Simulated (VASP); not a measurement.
# Li2MgGeS4 (I-42m) in VASP: notebook, part 2 of 3

VASP 6.6.1.

**3. Single point, r2SCAN (19.99 Å³/atom)**

This run uses another cell than the first one, of 19.99 Å³/atom.

The input, POSCAR:

```
Li2MgGeS4
1.0
   -2.6960198895      2.6960198895      5.4995293845
    2.6960198895     -2.6960198895      5.4995293845
    2.6960198895      2.6960198895     -5.4995293845
Li Mg Ge S
2 1 1 4
Direct
    0.7500000000      0.2500000000      0.5000000000
    0.2500000000      0.7500000000      0.5000000000
    0.0000000000      0.0000000000      0.0000000000
    0.5000000000      0.5000000000      0.0000000000
    0.8513716008      0.8513716008      0.4610004513
    0.1486283992      0.6096288506      0.0000000000
    0.6096288506      0.1486283992      0.0000000000
    0.3903711494      0.3903711494      0.5389995487
```

The input, INCAR.step1:

```
SYSTEM = Li2MgGeS4
ALGO     = Normal         ! electronic algorithm
EDIFF    = 1E-4           ! SCF threshold, eV
ENCUT    = 520            ! plane-wave cutoff, eV
GGA      = PE             ! functional
ISMEAR   = 0              ! smearing method
LASPH    = .TRUE.         ! aspherical terms in the spheres
LCHARG   = .FALSE.        ! write CHGCAR
LREAL    = .FALSE.        ! projectors in reciprocal space
LWAVE    = .TRUE.         ! write WAVECAR
NBANDS   = 33             ! bands
NELM     = 60             ! most SCF steps
PREC     = Accurate       ! precision mode
SIGMA    = 0.01           ! smearing width, eV
```

The input, INCAR.step2:

```
SYSTEM = Li2MgGeS4
ALGO     = Normal         ! electronic algorithm
EDIFF    = 1E-7           ! SCF threshold, eV
ENCUT    = 520            ! plane-wave cutoff, eV
ISIF     = 2              ! what is computed and relaxed
ISMEAR   = 0              ! smearing method
ISTART   = 1            
LASPH    = .TRUE.         ! aspherical terms in the spheres
LCHARG   = .FALSE.        ! write CHGCAR
LMIXTAU  = .TRUE.       
LREAL    = .FALSE.        ! projectors in reciprocal space
LWAVE    = .FALSE.        ! write WAVECAR
METAGGA  = R2SCAN         ! meta-GGA
NBANDS   = 33             ! bands
NELM     = 60             ! most SCF steps
PREC     = Accurate       ! precision mode
SIGMA    = 0.01           ! smearing width, eV
```

The input, KPOINTS:

```
k-points
0
G
  6 6 6
  0 0 0
```

Potentials or basis: VASP PAW PBE potentials, release 64 (Li_sv, Mg, Ge_d, S).

Launch:

```
$ cat potpaw_PBE.64/Li_sv/POTCAR potpaw_PBE.64/Mg/POTCAR potpaw_PBE.64/Ge_d/POTCAR potpaw_PBE.64/S/POTCAR > POTCAR
$ cp INCAR.step1 INCAR
$ mpirun -np 1 vasp_std > vasp.out
$ cp INCAR.step2 INCAR
$ mpirun -np 1 vasp_std > vasp.out
```

OUTCAR:

```text
SYSTEM = Li2MgGeS4
   EDIFF = 1E-7
   ENCUT = 520
   ISIF = 2
   ISMEAR = 0
   ISTART = 1
   LASPH = .TRUE.
   LREAL = .FALSE.
   METAGGA = R2SCAN
   NELM = 60
   PREC = Accurate

 ion  position               nearest neighbor table
   1  0.750  0.250  0.500-   5 2.38   6 2.38   7 2.38   8 2.38
   2  0.250  0.750  0.500-   5 2.38   7 2.38   6 2.38   8 2.38
   3  0.000  0.000  0.000-   6 2.45   7 2.45   8 2.45   5 2.45
   4  0.500  0.500  0.000-   8 2.20   7 2.20   6 2.20   5 2.20
   5  0.851  0.851  0.461-   4 2.20   2 2.38   1 2.38   3 2.45
   6  0.149  0.610  0.000-   4 2.20   2 2.38   1 2.38   3 2.45
   7  0.610  0.149  0.000-   4 2.20   1 2.38   2 2.38   3 2.45
   8  0.390  0.390  0.539-   4 2.20   2 2.38   1 2.38   3 2.45

  LATTYP: Found a body centered tetragonal cell.
 ALAT       =     5.3920397790
 C/A-ratio  =     2.0398697376

  Lattice vectors:

 A1 = (  -2.6960198895,   2.6960198895,   5.4995293845)
 A2 = (   2.6960198895,  -2.6960198895,   5.4995293845)
 A3 = (   2.6960198895,   2.6960198895,  -5.4995293845)

Analysis of symmetry for initial positions (statically):
=====================================================================
 Subroutine PRICEL returns:
 Original cell was already a primitive cell.

 Routine SETGRP: Setting up the symmetry group for a
 body centered tetragonal supercell.

 Subroutine GETGRP returns: Found  8 space group operations
 (whereof  8 operations were pure point group operations)
 out of a pool of 16 trial point group operations.

The static configuration has the point symmetry D_2d.

Analysis of symmetry for dynamics (positions and initial velocities):
=====================================================================
 Subroutine PRICEL returns:
 Original cell was already a primitive cell.

 Routine SETGRP: Setting up the symmetry group for a
 body centered tetragonal supercell.

 Subroutine GETGRP returns: Found  8 space group operations
 (whereof  8 operations were pure point group operations)
 out of a pool of 16 trial point group operations.

The dynamic configuration has the point symmetry D_2d.

 Subroutine INISYM returns: Found  8 space group operations
 (whereof  8 operations are pure point group operations),
 and found     1 'primitive' translations

----------------------------------------------------------------------------------------

                                     Primitive cell

  volume of cell :     159.8938

  direct lattice vectors                    reciprocal lattice vectors
    -2.696019890  2.696019890  5.499529384     0.000000000  0.185458572  0.090916870
     2.696019890 -2.696019890  5.499529384     0.185458572  0.000000000  0.090916870
     2.696019890  2.696019890 -5.499529384     0.185458572  0.185458572  0.000000000

  length of vectors
     6.691925727  6.691925727  6.691925727     0.206544812  0.206544812  0.262278028

  position of ions in fractional coordinates (direct lattice)
     0.750000000  0.250000000  0.500000000
     0.250000000  0.750000000  0.500000000
     0.000000000  0.000000000  0.000000000
     0.500000000  0.500000000  0.000000000
     0.851371601  0.851371601  0.461000451
     0.148628399  0.609628851  0.000000000
[... 46 lines left out ...]
  0.166667  0.166667 -0.000000      8.000000
  0.333333  0.166667  0.000000     16.000000
[... 16 lines left out ...]
 -0.333333 -0.333333  0.166667      8.000000
 -0.166667 -0.333333  0.166667      8.000000
 [... further k-points ...]
   k-points           NKPTS =     30   k-points in BZ     NKDIM =     30   number of bands    NBANDS=     33
   number of dos      NEDOS =    301   number of ions     NIONS =      8
   total plane-waves  NPLWV = 125000
   dimension x,y,z NGX =    50 NGY =   50 NGZ =   50
   dimension x,y,z NGXF=   100 NGYF=  100 NGZF=  100
   ions per type =               2   1   1   4
   NGX,Y,Z   is equivalent  to a cutoff of  12.42, 12.42, 12.42 a.u.
   NGXF,Y,Z  is equivalent  to a cutoff of  24.84, 24.84, 24.84 a.u.
 SYSTEM =  Li2MgGeS4
   PREC   = accura    normal or accurate (medium, high low for compatibility)
   ISTART =      1    job   : 0-new  1-cont  2-samecut
   ICHARG =      0    charge: 1-file 2-atom 10-const
   ISPIN  =      1    spin polarized calculation?
   LNONCOLLINEAR =      F non collinear calculations
   LSORBIT =      F    spin-orbit coupling
   LASPH  =      T    aspherical Exc in radial PAW
   ENCUT  =  520.0 eV  38.22 Ry    6.18 a.u.  12.44 12.44 12.44*2*pi/ulx,y,z
   NELM   =     60;   NELMIN=  2; NELMDL=  0     # of ELM steps
   EDIFF  = 0.1E-06   stopping-criterion for ELM
   LREAL  =      F    real-space projection
   EDIFFG = 0.1E-05   stopping-criterion for IOM
   NSW    =      0    number of steps for IOM
   IBRION =     -1    ionic relax: 0-MD 1-quasi-New 2-CG
   NFREE  =      0    steps in history (QN), initial steepest desc. (CG)
   ISIF   =      2    stress and relaxation
   ISYM   =      2    0-nonsym 1-usesym 2-fastsym
   POTIM  = 0.5000    time-step for ionic-motion
   TEBEG  =    0.0;   TEEND  =   0.0 temperature during run
   PSTRESS=    0.0 pullay stress
   NELECT =      46.0000    total number of electrons
   NUPDOWN=      -1.0000    fix difference up-down
   EMIN   =  10.00;   EMAX   =-10.00  energy-range for DOS
   EFERMI =   0.00;   METHOD = LEGACY
   ISMEAR =     0;   SIGMA  =   0.01  broadening in eV -4-tet -1-fermi 0-gaus
   EFERMI_NEDOS =   21; number of points for ismear=-14 and -15
   IALGO  =     38    algorithm
   IMIX   =      4    mixing-type and parameters
     AMIX     =   0.40;   BMIX     =  1.00
     AMIX_MAG =   1.60;   BMIX_MAG =  1.00
  volume/ion in A,a.u.               =      19.99       134.88
  Fermi-wavevector in a.u.,A,eV,Ry     =   1.080729  2.042282 15.891272  1.167976
  Thomas-Fermi vector in A             =   2.216728
   LORBIT       =      0    0 simple, 1 ext, 2 COOP (PROOUT), +10 PAW based schemes
   METAGGA = R2SCAN    functional components
   LHFCALC =     F    Hartree Fock is set to
   AEXX    =    0.0000 exact exchange contribution
   IVDW    =     0    specifies the selected vdW correction
   LEPSILON=     F    determine dielectric tensor
   LRPA    =     F    only Hartree local field effects (RPA)
 non-spin polarized calculation
 Gauss-broadening in eV      SIGMA  =   0.01
  energy-cutoff  :      520.00
  volume of cell :      159.89
 maximum number of plane-waves:      4324
 NGX is ok and might be reduce to    50
   NGX = 25   NGY = 25   NGZ = 25

 number of electron      45.9999991 magnetization

 Free energy of the ion-electron system (eV)
  ---------------------------------------------------
  ext. energy  EPLUGINS =         0.00000000
  ---------------------------------------------------
  free energy    TOTEN  =       -64.42221019 eV

  energy without entropy =      -64.42221019  energy(sigma->0) =      -64.42221019

 E-fermi :   1.7116     XC(G=0):  -9.2035

 val. band max:        1.6319223165   @ k =   0.5000   0.5000  -0.0000
 cond. band min:       4.8352397201   @ k =   0.5000   0.5000  -0.0000
 fundamental gap:      3.2033174036
 Fermi energy:         1.7116134774

 k-point     1 :       0.0000    0.0000    0.0000
  band No.  band energies     occupation
      1     -43.5565      2.00000
      2     -43.5553      2.00000
      3     -23.1423      2.00000
      4     -23.1423      2.00000
      5     -23.1320      2.00000
      6     -23.0761      2.00000
[... 853 lines left out ...]
     32       9.8837      0.00000
     33      10.0452      0.00000

 [... further k-points ...]

------------------------ aborting loop because EDIFF is reached ----------------------------------------

  FORCE on cell =-STRESS in cart. coord.  units (eV):
  Direction    XX          YY          ZZ          XY          YZ          ZX
  --------------------------------------------------------------------------------------
  -------------------------------------------------------------------------------------
  Total        1.7371965      1.7371965      1.8220901      0.0000000      0.0000000      0.0000000
  in kB       17.4071559     17.4071559     18.2578123      0.0000000      0.0000000      0.0000000
  external PRESSURE =      17.6907080 kB  Pullay stress =       0.0000000 kB

 VOLUME and BASIS-vectors are now :
 -----------------------------------------------------------------------------
  energy-cutoff  :      520.00
  volume of cell :      159.89
      direct lattice vectors                 reciprocal lattice vectors
    -2.696019890  2.696019890  5.499529384     0.000000000  0.185458572  0.090916870
     2.696019890 -2.696019890  5.499529384     0.185458572  0.000000000  0.090916870
     2.696019890  2.696019890 -5.499529384     0.185458572  0.185458572  0.000000000

 POSITION                                       TOTAL-FORCE (eV/Angst)
 -----------------------------------------------------------------------------------
      0.00000      2.69602      2.74976         0.000000     -0.000000      0.000000
      2.69602      0.00000      2.74976         0.000000      0.000000     -0.000000
      0.00000      0.00000      0.00000         0.000000      0.000000      0.000000
      0.00000      0.00000      5.49953         0.000000     -0.000000      0.000000
      1.24287      1.24287      6.82900         0.102070      0.102070      0.176236
      1.24287     -1.24287      4.17006         0.102070     -0.102070     -0.176236
     -1.24287      1.24287      4.17006        -0.102070      0.102070     -0.176236
      1.45315      1.45315      1.32947        -0.102070     -0.102070      0.176236
 -----------------------------------------------------------------------------------
    total drift:                               -0.000211     -0.000211     -0.000160

  FREE ENERGIE OF THE ION-ELECTRON SYSTEM (eV)
  ---------------------------------------------------
  free  energy   TOTEN  =       -64.4222101907 eV

  energy  without entropy=      -64.4222101907  energy(sigma->0) =      -64.42221019
```

Run time: 15 min. Hardware: 1 thread of AMD EPYC 9R45 (Zen 5), shared host; peak memory 0.43 GiB.

Results:

- Free energy: -64.4222 eV
- Largest force: 0.228 eV/Å
- Band gap on the k mesh: 3.20 eV

Forces on the atoms (eV/Å):
```
Li   0.000  0.000  0.000
Li   0.000  0.000  0.000
Mg   0.000  0.000  0.000
Ge   0.000  0.000  0.000
S    0.102  0.102  0.176
S    0.102 -0.102 -0.176
S   -0.102  0.102 -0.176
S   -0.102 -0.102  0.176
```

Caveat: the cutoff is under 1.25 times the usual one of these potentials, so pressure, stress and relaxed cells hold a basis-set (Pulay) error; the PAW data sets were made with another functional, which shifts forces and pressure a little.

(Part 2 of 3 ends here.)
